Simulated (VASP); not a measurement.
Write the native input for VASP 6.6.1 that does the following.

```yaml
Task: single point
Functional: LDA
Potentials_or_basis: VASP PAW LDA potentials, release 64 (Ag)
Cutoff: 520 eV
k_mesh: 9 × 9 × 9
Occupations: fermi-dirac, width 0.1 eV
Spin: no spin polarisation
Dipole_correction: no
Further_INCAR_settings: ALGO = Normal; EDIFF = 1e-07; NBANDS = 12
```

The structure of Ag lies in POSCAR:

```
Ag
1.0
    0.0000000000      1.9997745690      1.9997745690
    1.9997745690      0.0000000000      1.9997745690
    1.9997745690      1.9997745690      0.0000000000
Ag
1
Direct
    0.0000000000      0.0000000000      0.0000000000
```

These files were run (other wordings do the same):

INCAR

```
PREC     = Accurate       # precision mode
ENCUT    = 520            # plane-wave cutoff, eV
EDIFF    = 1E-7           # SCF threshold, eV
ISMEAR   = -1             # smearing method
SIGMA    = 0.1            # smearing width, eV
LREAL    = False          # projectors in reciprocal space
LASPH    = True           # aspherical terms in the spheres
NELM     = 60             # most SCF steps
ALGO     = Normal         # electronic algorithm
ISIF     = 2              # what is computed and relaxed
LWAVE    = False          # write WAVECAR
LCHARG   = True           # write CHGCAR
LELF     = True           # ELF
LVHAR    = True         
NBANDS   = 12             # bands
```

KPOINTS

```
Automatic mesh
0
Gamma
  9 9 9
```

Potentials or basis: VASP PAW LDA potentials, release 64 (Ag).

The run is started by

```sh
$ cat potpaw_LDA.64/Ag/POTCAR > POTCAR
$ mpirun -np 1 vasp_std > vasp.out
```

It gave:

```json
{
 "Pressure": "0.1 GPa"
}
```

It took 2.6 s on 1 thread of Intel(R) Xeon(R) 6975P-C (Granite Rapids), on a shared host, peak memory 0.13 GiB.
